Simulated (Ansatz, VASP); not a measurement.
# InSb3 in VASP and in Ansatz

```xyz
4
Lattice="4.5305 0.0000 0.0000 0.0000 4.5305 0.0000 0.0000 0.0000 5.4348" Properties=species:S:1:pos:R:3 pbc="T T T"
In    0.0000    0.0000    0.0000
Sb    2.2653    0.0000    2.7174
Sb    0.0000    2.2653    2.7174
Sb    2.2653    2.2653    0.0000
```

Alike in both runs: task single point; functional PBE; k mesh 10 × 10 × 10; occupations gaussian, width 0.15 eV; no spin polarisation.

|  | VASP | Ansatz |
| --- | --- | --- |
| version | VASP 6.6.1 | Ansatz 0.2.0 |
| potentials or method | VASP PAW PBE potentials, release 64 (In_d, Sb), cutoff 520 eV | scalar-relativistic, plane waves, PAW |
| valence electrons in the cell | 28 | 58 |

```csv
,VASP,Ansatz,Ansatz less VASP
gap on the k mesh at the Fermi level (eV),none,none,-
pressure (GPa),0.1,0.2,+0.08
"traceless stress, the component that is largest in VASP (GPa)",-0.40,-0.40,+0.007
```

A gap of «none» marks a metal or a gap that the smearing closes. The functional is the same, so the differences come from potentials, cutoffs and numerics. VASP's potentials hold 28 valence electrons a cell and Ansatz's 58, so a difference there can come from the potentials and not from the codes.

Neither program's run includes spin-orbit coupling.
